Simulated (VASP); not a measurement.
# BeS (F-43m) in VASP: further runs, part 2 of 2

VASP 6.6.1. Earlier steps stand in the parts before.

## Step 5: Relaxation of cell and atoms, PBE

This run uses another cell than the first one, of 14.49 Å³/atom, 0.909 times its volume.

INCAR

```
SYSTEM = BeS
  ALGO = Normal
  EDIFF = 1E-7
  EDIFFG = -0.001
  ENCUT = 600
  GGA = PE
  GGA_COMPAT = .False.
  IBRION = 2
  ISIF = 3
  ISMEAR = 0
  LASPH = .True.
  LCHARG = .False.
  LREAL = .False.
  LWAVE = .False.
  NELM = 120
  NELMIN = 4
  NSW = 80
  PREC = Accurate
  SIGMA = 0.01
```

KPOINTS

```
k-points
0
Gamma
  8 8 8
  0 0 0
```

POSCAR

```
BeS
1.0
    0.0000000000      2.4381650070      2.4381650070
    2.4381650070      0.0000000000      2.4381650070
    2.4381650070      2.4381650070      0.0000000000
Be S
1 1
Direct
    0.7500000000      0.7500000000      0.7500000000
    0.0000000000      0.0000000000      0.0000000000
```

Potentials or basis: VASP PAW PBE potentials, release 64 (Be, S).

Command:

```bash
> cat potpaw_PBE.64/Be/POTCAR potpaw_PBE.64/S/POTCAR > POTCAR
> mpirun -np 1 vasp_std > vasp.out
```

OUTCAR:

```text
SYSTEM = BeS
   EDIFF = 1E-7
   EDIFFG = -0.001
   ENCUT = 600
   GGA = PE
   IBRION = 2
   ISIF = 3
   ISMEAR = 0
   LASPH = .True.
   LREAL = .False.
   NELM = 120
   NELMIN = 4
   NSW = 80
   PREC = Accurate

 ion  position               nearest neighbor table
   1  0.750  0.750  0.750-   2 2.11   2 2.11   2 2.11   2 2.11
   2  0.000  0.000  0.000-   1 2.11   1 2.11   1 2.11   1 2.11

  LATTYP: Found a face centered cubic cell.
 ALAT       =     4.8763300140

  Lattice vectors:

 A1 = (   0.0000000000,   2.4381650070,   2.4381650070)
 A2 = (   2.4381650070,   0.0000000000,   2.4381650070)
 A3 = (   2.4381650070,   2.4381650070,   0.0000000000)

Analysis of symmetry for initial positions (statically):
=====================================================================
 Subroutine PRICEL returns:
 Original cell was already a primitive cell.

 Routine SETGRP: Setting up the symmetry group for a
 face centered cubic supercell.

 Subroutine GETGRP returns: Found 24 space group operations
 (whereof 24 operations were pure point group operations)
 out of a pool of 48 trial point group operations.

The static configuration has the point symmetry T_d .

Analysis of symmetry for dynamics (positions and initial velocities):
=====================================================================
 Subroutine PRICEL returns:
 Original cell was already a primitive cell.

 Routine SETGRP: Setting up the symmetry group for a
 face centered cubic supercell.

 Subroutine GETGRP returns: Found 24 space group operations
 (whereof 24 operations were pure point group operations)
 out of a pool of 48 trial point group operations.

The dynamic configuration has the point symmetry T_d .

 Subroutine INISYM returns: Found 24 space group operations
 (whereof 24 operations are pure point group operations),
 and found     1 'primitive' translations

----------------------------------------------------------------------------------------

                                     Primitive cell

  volume of cell :      28.9881

  direct lattice vectors                    reciprocal lattice vectors
     0.000000000  2.438165007  2.438165007    -0.205072257  0.205072257  0.205072257
     2.438165007  0.000000000  2.438165007     0.205072257 -0.205072257  0.205072257
     2.438165007  2.438165007  0.000000000     0.205072257  0.205072257 -0.205072257

  length of vectors
     3.448086020  3.448086020  3.448086020     0.355195568  0.355195568  0.355195568

  position of ions in fractional coordinates (direct lattice)
     0.750000000  0.750000000  0.750000000
     0.000000000  0.000000000  0.000000000

  ion indices of the primitive-cell ions
   primitive index   ion index
                 1           1
                 2           2

[... 97 lines left out ...]
   LHFCALC =     F    Hartree Fock is set to
   AEXX    =    0.0000 exact exchange contribution
   IVDW    =     0    specifies the selected vdW correction
   LEPSILON=     F    determine dielectric tensor
   LRPA    =     F    only Hartree local field effects (RPA)
 conjugate gradient relaxation of ions
 non-spin polarized calculation
 Gauss-broadening in eV      SIGMA  =   0.01
  energy-cutoff  :      600.00
  volume of cell :       28.99
 maximum number of plane-waves:       982
   NGX = 13   NGY = 13   NGZ = 13

--------------------------------------- Ionic step        1  -------------------------------------------

 number of electron       7.9999999 magnetization

 Free energy of the ion-electron system (eV)
  ---------------------------------------------------
  ext. energy  EPLUGINS =         0.00000000
  ---------------------------------------------------
  free energy    TOTEN  =       -10.01354877 eV

  energy without entropy =      -10.01354877  energy(sigma->0) =      -10.01354877

------------------------ aborting loop because EDIFF is reached ----------------------------------------

  FORCE on cell =-STRESS in cart. coord.  units (eV):
  Direction    XX          YY          ZZ          XY          YZ          ZX
  --------------------------------------------------------------------------------------
  -------------------------------------------------------------------------------------
  Total        0.0049943      0.0049943      0.0049943      0.0000000      0.0000000      0.0000000
  in kB        0.2760388      0.2760388      0.2760388      0.0000000      0.0000000      0.0000000
  external PRESSURE =       0.2760388 kB  Pullay stress =       0.0000000 kB

 VOLUME and BASIS-vectors are now :
 -----------------------------------------------------------------------------
  energy-cutoff  :      600.00
  volume of cell :       28.99
      direct lattice vectors                 reciprocal lattice vectors
     0.000000000  2.438165007  2.438165007    -0.205072257  0.205072257  0.205072257
     2.438165007  0.000000000  2.438165007     0.205072257 -0.205072257  0.205072257
     2.438165007  2.438165007  0.000000000     0.205072257  0.205072257 -0.205072257

 POSITION                                       TOTAL-FORCE (eV/Angst)
 -----------------------------------------------------------------------------------
      3.65725      3.65725      3.65725        -0.000000     -0.000000     -0.000000
      0.00000      0.00000      0.00000         0.000000      0.000000      0.000000
 -----------------------------------------------------------------------------------
    total drift:                               -0.000000     -0.000000     -0.000000

  FREE ENERGIE OF THE ION-ELECTRON SYSTEM (eV)
  ---------------------------------------------------
  free  energy   TOTEN  =       -10.0135487660 eV

  energy  without entropy=      -10.0135487660  energy(sigma->0) =      -10.01354877

--------------------------------------- Ionic step        2  -------------------------------------------

 number of electron       7.9999999 magnetization

 Free energy of the ion-electron system (eV)
  ---------------------------------------------------
  ext. energy  EPLUGINS =         0.00000000
  ---------------------------------------------------
  free energy    TOTEN  =       -10.01354924 eV

  energy without entropy =      -10.01354924  energy(sigma->0) =      -10.01354924

 E-fermi :   4.1266     XC(G=0):  -9.6621

 val. band max:        4.0043176275   @ k =   0.0000   0.0000   0.0000
 cond. band min:       7.1519220555   @ k =   0.5000   0.5000   0.0000
 fundamental gap:      3.1476044280
 Fermi energy:         4.1266201945

 k-point     1 :       0.0000    0.0000    0.0000
  band No.  band energies     occupation
      1      -9.5776      2.00000
      2       4.0043      2.00000
      3       4.0043      2.00000
      4       4.0043      2.00000
      5       9.6803      0.00000
      6       9.6803      0.00000
      7       9.6803      0.00000
      8       9.7506      0.00000
[... 243 lines left out ...]
 k-point    24 :      -0.3750    0.2500    0.1250
  band No.  band energies     occupation
      1      -7.7450      2.00000
      2      -1.1515      2.00000
      3       1.2812      2.00000
      4       2.2093      2.00000
      5      10.1113      0.00000
      6      10.5531      0.00000
      7      13.0655      0.00000
      8      14.4463      0.00000

 [... further k-points ...]
[... 5 lines left out ...]
  --------------------------------------------------------------------------------------
  -------------------------------------------------------------------------------------
  Total       -0.0008889     -0.0008889     -0.0008889     -0.0000000     -0.0000000      0.0000000
  in kB       -0.0491105     -0.0491105     -0.0491105     -0.0000000     -0.0000000      0.0000000
  external PRESSURE =      -0.0491105 kB  Pullay stress =       0.0000000 kB

 VOLUME and BASIS-vectors are now :
 -----------------------------------------------------------------------------
  energy-cutoff  :      600.00
  volume of cell :       29.00
      direct lattice vectors                 reciprocal lattice vectors
     0.000000000  2.438458733  2.438458733    -0.205047554  0.205047554  0.205047554
     2.438458733  0.000000000  2.438458733     0.205047554 -0.205047554  0.205047554
     2.438458733  2.438458733 -0.000000000     0.205047554  0.205047554 -0.205047554

 POSITION                                       TOTAL-FORCE (eV/Angst)
 -----------------------------------------------------------------------------------
      3.65769      3.65769      3.65769         0.000000      0.000000      0.000000
      0.00000      0.00000      0.00000        -0.000000     -0.000000     -0.000000
 -----------------------------------------------------------------------------------
    total drift:                               -0.000000     -0.000000     -0.000000

  FREE ENERGIE OF THE ION-ELECTRON SYSTEM (eV)
  ---------------------------------------------------
  free  energy   TOTEN  =       -10.0135492447 eV

  energy  without entropy=      -10.0135492447  energy(sigma->0) =      -10.01354924

 reached required accuracy - stopping structural energy minimisation
```

OSZICAR:

```text
N       E                     dE             d eps       ncg     rms          rms(c)
DAV:   1     0.154463334361E+02    0.15446E+02   -0.39092E+03   464   0.913E+02
DAV:   2    -0.954869119383E+01   -0.24995E+02   -0.23394E+02   752   0.119E+02
DAV:   3    -0.101782446751E+02   -0.62955E+00   -0.62955E+00   568   0.207E+01
[... 14 lines left out ...]
DAV:   2    -0.100135500861E+02    0.29190E-05   -0.87628E-06   576   0.173E-02    0.532E-03
DAV:   3    -0.100135495892E+02    0.49690E-06   -0.18493E-06   592   0.789E-03    0.319E-03
DAV:   4    -0.100135494858E+02    0.10338E-06   -0.18068E-08   248   0.121E-03    0.246E-03
DAV:   5    -0.100135492278E+02    0.25801E-06   -0.25260E-08   232   0.119E-03    0.378E-04
DAV:   6    -0.100135492447E+02   -0.16869E-07   -0.19637E-09   232   0.518E-04
   2 F= -.10013549E+02 E0= -.10013549E+02  d E =-.478678E-06
```

CONTCAR:

```text
BeS
   1.00000000000000
     0.0000000000000000    2.4384587334979813    2.4384587334979813
     2.4384587334979813    0.0000000000000000    2.4384587334979813
     2.4384587334979813    2.4384587334979813   -0.0000000000000000
  Be              S
     1     1
Direct
     0.7500000000000000    0.7500000000000000    0.7500000000000000
     0.0000000000000000    0.0000000000000000    0.0000000000000000

  0.00000000E+00  0.00000000E+00  0.00000000E+00
  0.00000000E+00  0.00000000E+00  0.00000000E+00
```

It took 14 s on 1 thread of Intel Xeon Platinum 8259CL at 2.50GHz (Skylake/Cascade Lake), shared host; peak memory 0.15 GiB.

What came out:

| Item | Value |
| --- | --- |
| Free energy | -10.0135 eV |
| Relaxed volume | 14.50 Å³/atom |
| Relaxed cell | a = 3.449 Å, b = 3.449 Å, c = 3.449 Å, α = 60.00°, β = 60.00°, γ = 60.00° |
| Space group after relaxing (to 0.05 Å) | F-43m (No. 216) |
| Energy gained by relaxing | 0.0 meV/atom |
| Ionic steps | 2 |
| Pressure after relaxing | 0.0 GPa |
| Band gap on the k mesh | 3.15 eV, indirect (least direct gap 5.68 eV) |

Final structure:
```cif
data_structure
_symmetry_space_group_name_H-M 'P 1'
_symmetry_Int_Tables_number 1
_cell_length_a 3.4485
_cell_length_b 3.4485
_cell_length_c 3.4485
_cell_angle_alpha 60.000
_cell_angle_beta 60.000
_cell_angle_gamma 60.000
_cell_volume 29.00
loop_
_atom_site_label
_atom_site_type_symbol
_atom_site_fract_x
_atom_site_fract_y
_atom_site_fract_z
_atom_site_occupancy
Be1 Be 0.75000 0.75000 0.75000 1
S1 S 0.00000 0.00000 0.00000 1
```

## Step 6: The runs side by side

```csv
task,level,cell,cutoff (eV),smearing,gap on the mesh (eV),pressure (GPa)
single point,PBE,"a = 3.559 Å, angles 60.0°, 2 atoms",600,gaussian 0.02 eV,3.33,-7.4
single point,r2SCAN,"a = 3.448 Å, angles 60.0°, 2 atoms",660,gaussian 0.02 eV,3.61,-0.2
relaxation of cell and atoms,PBE,"relaxed from a = 3.448 Å, angles 60.0°, 2 atoms",600,gaussian 0.01 eV,3.15,0.0
```

Alike in all rows: potentials or basis VASP PAW PBE potentials, release 64 (Be, S); no spin polarisation; k mesh 8 × 8 × 8.

Caveats: the PAW data sets were made with another functional, which shifts forces and pressure a little (some runs).

Total energies depend on the potentials used, so only differences within one code and one set of settings carry meaning.
